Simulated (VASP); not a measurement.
Write the native input for VASP 6.6.1 that does the following.

```yaml
Task: single point
Functional: LDA
Potentials_or_basis: VASP PAW LDA potentials, release 64 (W_sv, C_h)
Cutoff: 1300 eV
k_mesh: 9 × 9 × 9
Occupations: methfessel-paxton, width 0.1 eV
Spin: no spin polarisation
Dipole_correction: no
Further_INCAR_settings: ALGO = Normal; EDIFF = 1e-06; NBANDS = 16
```

The structure of WC lies in POSCAR:

```
WC
1.0
    0.0000000000      2.1926840000      2.1926840000
    2.1926840000      0.0000000000      2.1926840000
    2.1926840000      2.1926840000      0.0000000000
W C
1 1
Direct
    0.0000000000      0.0000000000      0.0000000000
    0.5000000000      0.5000000000      0.5000000000
```

The input as run:

INCAR

```
SYSTEM = WC
PREC = Accurate ; ENCUT = 1300
EDIFF = 1E-6 ; ISMEAR = 1
SIGMA = 0.1 ; LREAL = .FALSE.
LASPH = .TRUE. ; NELM = 120
ALGO = Normal ; ISIF = 2
LWAVE = .FALSE. ; LCHARG = .FALSE.
GGA = CA ; NBANDS = 16
GGA_COMPAT = .FALSE.
```

KPOINTS

```
Automatic mesh
0
G
  9 9 9
  0 0 0
```

Potentials or basis: VASP PAW LDA potentials, release 64 (W_sv, C_h).

Run with:

```console
$ cat potpaw_LDA.64/W_sv/POTCAR potpaw_LDA.64/C_h/POTCAR > POTCAR
$ mpirun -np 1 vasp_std > vasp.out
```

It gave:

```yaml
Pressure: -13.6 GPa
Band_gap_on_the_k_mesh: zero (bands 9 and 10 overlap by 2.98 eV)
```

Caveat: the cell stands under tension; spin-orbit coupling is left out, which moves the levels of the heavy elements.

It took 18 s on 1 thread of Intel(R) Xeon(R) 6975P-C (Granite Rapids) (shared host), peak memory 0.21 GiB.
